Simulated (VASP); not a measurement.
# ZnSe2 (Pa-3) in VASP: further runs

The runs below take ZnSe2 through single point, with r2SCAN.

All numbers are computed with VASP 6.6.1; they aren't measurements. Logs are shortened: lines on timing, memory, paths and dates and some standing lists are left out, and cuts for length are marked.

## 1. The cell of the first run

Symmetry: Pa-3, No. 205, cubic system. Conventional cell: a = 6.374 Å, b = 6.374 Å, c = 6.374 Å, α = 90.00°, β = 90.00°, γ = 90.00°. Zn (site symmetry -3) has 6 Se at 2.68 Å within 3.5 Å. Se (site symmetry 3) has 1 Se at 2.40 Å and 3 Zn at 2.68 Å within 3.2 Å.

## 2. Single point, r2SCAN

File POSCAR:

```
ZnSe2
1.0
    6.3741290000      0.0000000000      0.0000000000
    0.0000000000      6.3741290000      0.0000000000
    0.0000000000      0.0000000000      6.3741290000
Zn Se
4 8
Direct
    0.5000000000      0.5000000000      0.0000000000
    0.5000000000      0.0000000000      0.5000000000
    0.0000000000      0.5000000000      0.5000000000
    0.0000000000      0.0000000000      0.0000000000
    0.1085230000      0.8914770000      0.3914770000
    0.8914770000      0.3914770000      0.1085230000
    0.3914770000      0.1085230000      0.8914770000
    0.6085230000      0.6085230000      0.6085230000
    0.8914770000      0.1085230000      0.6085230000
    0.1085230000      0.6085230000      0.8914770000
    0.6085230000      0.8914770000      0.1085230000
    0.3914770000      0.3914770000      0.3914770000
```

File INCAR.step1:

```
SYSTEM = ZnSe2
  PREC = Accurate
  ENCUT = 520
  ISMEAR = 0
  SIGMA = 0.05
  LREAL = .FALSE.
  LASPH = .TRUE.
  NELM = 60
  NBANDS = 60
  NELECT = 96.25
  GGA = PE
  ALGO = Normal
  EDIFF = 1E-4
  LWAVE = .TRUE.
  LCHARG = .FALSE.
```

File INCAR.step2:

```
SYSTEM = ZnSe2
  PREC = Accurate
  ENCUT = 520
  EDIFF = 1E-7
  ISMEAR = 0
  SIGMA = 0.05
  LREAL = .FALSE.
  LASPH = .TRUE.
  NELM = 60
  ALGO = Normal
  ISIF = 2
  LWAVE = .FALSE.
  LCHARG = .FALSE.
  METAGGA = R2SCAN
  LMIXTAU = .TRUE.
  NBANDS = 60
  NELECT = 96.25
  ISTART = 1
```

File KPOINTS:

```
Automatic mesh
0
G
  4 4 4
  0 0 0
```

Potentials or basis: VASP PAW PBE potentials, release 64 (Zn, Se).

Launch:

```bash
$ cat potpaw_PBE.64/Zn/POTCAR potpaw_PBE.64/Se/POTCAR > POTCAR
$ cp INCAR.step1 INCAR
$ mpirun -np 1 vasp_std > vasp.out
$ cp INCAR.step2 INCAR
$ mpirun -np 1 vasp_std > vasp.out
```

OUTCAR:

```text
SYSTEM = ZnSe2
   PREC = Accurate
   ENCUT = 520
   EDIFF = 1E-7
   ISMEAR = 0
   LREAL = .FALSE.
   LASPH = .TRUE.
   NELM = 60
   ISIF = 2
   METAGGA = R2SCAN
   NELECT = 96.25
   ISTART = 1

 ion  position               nearest neighbor table
   1  0.500  0.500  0.000-   6 2.68   7 2.68   8 2.68  10 2.68  11 2.68  12 2.68
   2  0.500  0.000  0.500-   5 2.68   7 2.68   8 2.68   9 2.68  11 2.68  12 2.68
   3  0.000  0.500  0.500-   5 2.68   6 2.68   8 2.68   9 2.68  10 2.68  12 2.68
   4  0.000  0.000  0.000-   5 2.68   6 2.68   7 2.68   9 2.68  10 2.68  11 2.68
   5  0.109  0.891  0.391-   9 2.40   3 2.68   4 2.68   2 2.68
   6  0.891  0.391  0.109-  10 2.40   3 2.68   4 2.68   1 2.68
   7  0.391  0.109  0.891-  11 2.40   2 2.68   4 2.68   1 2.68
   8  0.609  0.609  0.609-  12 2.40   2 2.68   3 2.68   1 2.68
   9  0.891  0.109  0.609-   5 2.40   3 2.68   4 2.68   2 2.68
  10  0.109  0.609  0.891-   6 2.40   3 2.68   4 2.68   1 2.68
  11  0.609  0.891  0.109-   7 2.40   2 2.68   4 2.68   1 2.68
  12  0.391  0.391  0.391-   8 2.40   2 2.68   3 2.68   1 2.68

  LATTYP: Found a simple cubic cell.
 ALAT       =     6.3741290000

  Lattice vectors:

 A1 = (   6.3741290000,   0.0000000000,   0.0000000000)
 A2 = (   0.0000000000,   6.3741290000,   0.0000000000)
 A3 = (   0.0000000000,   0.0000000000,   6.3741290000)

Analysis of symmetry for initial positions (statically):
=====================================================================
 Subroutine PRICEL returns:
 Original cell was already a primitive cell.

 Routine SETGRP: Setting up the symmetry group for a
 simple cubic supercell.

 Subroutine GETGRP returns: Found 24 space group operations
 (whereof  6 operations were pure point group operations)
 out of a pool of 48 trial point group operations.

The static configuration has the point symmetry S_6 .
 The point group associated with its full space group is T_h .

Analysis of symmetry for dynamics (positions and initial velocities):
=====================================================================
 Subroutine PRICEL returns:
 Original cell was already a primitive cell.

 Routine SETGRP: Setting up the symmetry group for a
 simple cubic supercell.

 Subroutine GETGRP returns: Found 24 space group operations
 (whereof  6 operations were pure point group operations)
 out of a pool of 48 trial point group operations.

The dynamic configuration has the point symmetry S_6 .
 The point group associated with its full space group is T_h .

 Subroutine INISYM returns: Found 24 space group operations
 (whereof  6 operations are pure point group operations),
 and found     1 'primitive' translations

----------------------------------------------------------------------------------------

                                     Primitive cell

  volume of cell :     258.9778

  direct lattice vectors                    reciprocal lattice vectors
     6.374129000  0.000000000  0.000000000     0.156884180  0.000000000  0.000000000
     0.000000000  6.374129000  0.000000000     0.000000000  0.156884180  0.000000000
     0.000000000  0.000000000  6.374129000     0.000000000  0.000000000  0.156884180

  length of vectors
     6.374129000  6.374129000  6.374129000     0.156884180  0.156884180  0.156884180

  position of ions in fractional coordinates (direct lattice)
     0.500000000  0.500000000  0.000000000
     0.500000000  0.000000000  0.500000000
     0.000000000  0.500000000  0.500000000
     0.000000000  0.000000000  0.000000000
     0.108523000  0.891477000  0.391477000
     0.891477000  0.391477000  0.108523000
     0.391477000  0.108523000  0.891477000
     0.608523000  0.608523000  0.608523000
     0.891477000  0.108523000  0.608523000
     0.108523000  0.608523000  0.891477000
     0.608523000  0.891477000  0.108523000
     0.391477000  0.391477000  0.391477000

  ion indices of the primitive-cell ions
   primitive index   ion index
                 1           1
                 2           2
                 3           3
                 4           4
                 5           5
                 6           6
                 7           7
                 8           8
                 9           9
                10          10
                11          11
                12          12

----------------------------------------------------------------------------------------

 KPOINTS: Automatic mesh

Automatic generation of k-mesh.
 Grid dimensions read from file:
 generate k-points for:    4    4    4

 Generating k-lattice:

  Cartesian coordinates                     Fractional coordinates (reciprocal lattice)
     0.039221045  0.000000000  0.000000000     0.250000000  0.000000000  0.000000000
     0.000000000  0.039221045  0.000000000     0.000000000  0.250000000  0.000000000
     0.000000000  0.000000000  0.039221045     0.000000000  0.000000000  0.250000000

  Length of vectors
     0.039221045  0.039221045  0.039221045

  Shift w.r.t. Gamma in fractional coordinates (k-lattice)
     0.000000000  0.000000000  0.000000000

 Subroutine IBZKPT returns following result:
 ===========================================

 Found     11 irreducible k-points:

 Following reciprocal coordinates:
            Coordinates               Weight
  0.000000  0.000000  0.000000      1.000000
  0.250000  0.000000  0.000000      6.000000
  0.500000  0.000000  0.000000      3.000000
  0.250000  0.250000  0.000000     12.000000
  0.500000  0.250000  0.000000      6.000000
 -0.250000  0.500000  0.000000      6.000000
  0.500000  0.500000  0.000000      3.000000
  0.250000  0.250000  0.250000      8.000000
  0.500000  0.250000  0.250000     12.000000
  0.500000  0.500000  0.250000      6.000000
  0.500000  0.500000  0.500000      1.000000
   k-points           NKPTS =     11   k-points in BZ     NKDIM =     11   number of bands    NBANDS=     60
   number of dos      NEDOS =    301   number of ions     NIONS =     12
   total plane-waves  NPLWV = 110592
   dimension x,y,z NGX =    48 NGY =   48 NGZ =   48
   dimension x,y,z NGXF=    96 NGYF=   96 NGZF=   96
   ions per type =               4   8
   NGX,Y,Z   is equivalent  to a cutoff of  12.52, 12.52, 12.52 a.u.
   NGXF,Y,Z  is equivalent  to a cutoff of  25.04, 25.04, 25.04 a.u.
 SYSTEM =  ZnSe2
   PREC   = accura    normal or accurate (medium, high low for compatibility)
   ISTART =      1    job   : 0-new  1-cont  2-samecut
   ICHARG =      0    charge: 1-file 2-atom 10-const
   ISPIN  =      1    spin polarized calculation?
   LNONCOLLINEAR =      F non collinear calculations
   LSORBIT =      F    spin-orbit coupling
   LASPH  =      T    aspherical Exc in radial PAW
   ENCUT  =  520.0 eV  38.22 Ry    6.18 a.u.  11.85 11.85 11.85*2*pi/ulx,y,z
   NELM   =     60;   NELMIN=  2; NELMDL=  0     # of ELM steps
   EDIFF  = 0.1E-06   stopping-criterion for ELM
   LREAL  =      F    real-space projection
   EDIFFG = 0.1E-05   stopping-criterion for IOM
   NSW    =      0    number of steps for IOM
   IBRION =     -1    ionic relax: 0-MD 1-quasi-New 2-CG
   NFREE  =      0    steps in history (QN), initial steepest desc. (CG)
   ISIF   =      2    stress and relaxation
   ISYM   =      2    0-nonsym 1-usesym 2-fastsym
   POTIM  = 0.5000    time-step for ionic-motion
   TEBEG  =    0.0;   TEEND  =   0.0 temperature during run
   PSTRESS=    0.0 pullay stress
   NELECT =      96.2500    total number of electrons
   NUPDOWN=      -1.0000    fix difference up-down
   EMIN   =  10.00;   EMAX   =-10.00  energy-range for DOS
   EFERMI =   0.00;   METHOD = LEGACY
   ISMEAR =     0;   SIGMA  =   0.05  broadening in eV -4-tet -1-fermi 0-gaus
   EFERMI_NEDOS =   21; number of points for ismear=-14 and -15
   IALGO  =     38    algorithm
   IMIX   =      4    mixing-type and parameters
     AMIX     =   0.40;   BMIX     =  1.00
     AMIX_MAG =   1.60;   BMIX_MAG =  1.00
  volume/ion in A,a.u.               =      21.58       145.64
  Fermi-wavevector in a.u.,A,eV,Ry     =   1.177030  2.224264 18.849509  1.385400
  Thomas-Fermi vector in A             =   2.313384
   LORBIT       =      0    0 simple, 1 ext, 2 COOP (PROOUT), +10 PAW based schemes
   METAGGA = R2SCAN    functional components
   LHFCALC =     F    Hartree Fock is set to
   AEXX    =    0.0000 exact exchange contribution
   IVDW    =     0    specifies the selected vdW correction
   LEPSILON=     F    determine dielectric tensor
   LRPA    =     F    only Hartree local field effects (RPA)
 non-spin polarized calculation
 Gauss-broadening in eV      SIGMA  =   0.05
  energy-cutoff  :      520.00
  volume of cell :      258.98
 maximum number of plane-waves:      7012
   NGX = 23   NGY = 23   NGZ = 23

 number of electron      96.2500167 magnetization

 Free energy of the ion-electron system (eV)
  ---------------------------------------------------
  ext. energy  EPLUGINS =         0.00000000
  ---------------------------------------------------
  free energy    TOTEN  =      -154.09810964 eV

  energy without entropy =     -154.09774692  energy(sigma->0) =     -154.09792828

 E-fermi :   4.4306     XC(G=0): -10.4294

 val. band max:        4.3446544658   @ k =   0.2500   0.2500   0.2500
 cond. band min:       4.5129426604   @ k =   0.2500   0.0000   0.0000
 fundamental gap:      0.1682881946
 Fermi energy:         4.4305884272

 k-point     1 :       0.0000    0.0000    0.0000
  band No.  band energies     occupation
      1     -12.5025      2.00000
      2     -11.4786      2.00000
      3     -11.4786      2.00000
      4     -11.4786      2.00000
      5      -9.1856      2.00000
      6      -9.1856      2.00000
[... 52 lines left out ...]
     59       8.4521      0.00000
     60       9.7173      0.00000

 k-point     2 :       0.2500    0.0000    0.0000
  band No.  band energies     occupation
      1     -12.3762      2.00000
      2     -11.6588      2.00000
      3     -11.4629      2.00000
      4     -11.4622      2.00000
      5      -9.1739      2.00000
      6      -9.1724      2.00000
[... 52 lines left out ...]
     59       8.8606      0.00000
     60       9.2513      0.00000

 k-point     3 :       0.5000    0.0000    0.0000
  band No.  band energies     occupation
      1     -12.0435      2.00000
      2     -12.0435      2.00000
      3     -11.4462      2.00000
      4     -11.4462      2.00000
      5      -9.1609      2.00000
      6      -9.1609      2.00000
[... 493 lines left out ...]
     59       8.5809      0.00000
     60       8.5809      0.00000

 k-point    11 :       0.5000    0.5000    0.5000
  band No.  band energies     occupation
      1     -11.6779      2.00000
      2     -11.6779      2.00000
      3     -11.6779      2.00000
      4     -11.6779      2.00000
      5      -9.2885      2.00000
      6      -9.2885      2.00000
[... 52 lines left out ...]
     59       8.2348      0.00000
     60       8.2348      0.00000

------------------------ aborting loop because EDIFF is reached ----------------------------------------

  FORCE on cell =-STRESS in cart. coord.  units (eV):
  Direction    XX          YY          ZZ          XY          YZ          ZX
  --------------------------------------------------------------------------------------
  -------------------------------------------------------------------------------------
  Total       -0.7417328     -0.7417328     -0.7417328      0.0000000      0.0000000      0.0000000
  in kB       -4.5887621     -4.5887621     -4.5887621      0.0000000      0.0000000      0.0000000
  external PRESSURE =      -4.5887621 kB  Pullay stress =       0.0000000 kB

 VOLUME and BASIS-vectors are now :
 -----------------------------------------------------------------------------
  energy-cutoff  :      520.00
  volume of cell :      258.98
      direct lattice vectors                 reciprocal lattice vectors
     6.374129000  0.000000000  0.000000000     0.156884180  0.000000000  0.000000000
     0.000000000  6.374129000  0.000000000     0.000000000  0.156884180  0.000000000
     0.000000000  0.000000000  6.374129000     0.000000000  0.000000000  0.156884180

 POSITION                                       TOTAL-FORCE (eV/Angst)
 -----------------------------------------------------------------------------------
      3.18706      3.18706      0.00000        -0.000000     -0.000000      0.000000
      3.18706      0.00000      3.18706        -0.000000     -0.000000      0.000000
      0.00000      3.18706      3.18706        -0.000000     -0.000000      0.000000
      0.00000      0.00000      0.00000        -0.000000     -0.000000      0.000000
      0.69174      5.68239      2.49532        -0.044041      0.044041      0.044041
      5.68239      2.49532      0.69174         0.044041      0.044041     -0.044041
      2.49532      0.69174      5.68239         0.044041     -0.044041      0.044041
      3.87880      3.87880      3.87880        -0.044041     -0.044041     -0.044041
      5.68239      0.69174      3.87880         0.044041     -0.044041     -0.044041
      0.69174      3.87880      5.68239        -0.044041     -0.044041      0.044041
      3.87880      5.68239      0.69174        -0.044041      0.044041     -0.044041
      2.49532      2.49532      2.49532         0.044041      0.044041      0.044041
 -----------------------------------------------------------------------------------
    total drift:                               -0.000000     -0.000000     -0.000000

  FREE ENERGIE OF THE ION-ELECTRON SYSTEM (eV)
  ---------------------------------------------------
  free  energy   TOTEN  =      -154.0981096438 eV

  energy  without entropy=     -154.0977469245  energy(sigma->0) =     -154.09792828
```

It took 20 min on 1 thread of Oxide Virtual Turin-like, shared host; peak memory 0.4 GiB.

What came out:

- Free energy: -154.0981 eV
- Largest force: 0.076 eV/Å

Forces in eV/Å, atoms in the order of the input:
```
Zn   0.000  0.000  0.000
Zn   0.000  0.000  0.000
Zn   0.000  0.000  0.000
Zn   0.000  0.000  0.000
Se  -0.044  0.044  0.044
Se   0.044  0.044 -0.044
Se   0.044 -0.044  0.044
Se  -0.044 -0.044 -0.044
Se   0.044 -0.044 -0.044
Se  -0.044 -0.044  0.044
Se  -0.044  0.044 -0.044
Se   0.044  0.044  0.044
```

Caveat: the cell carries a net charge on a neutralising background, which shifts energy and pressure; the cell is charged against a uniform background, so pressure and absolute levels hang on convention; the PAW data sets were made with another functional, which shifts forces and pressure a little.

(Continued in part 2 of 2.)
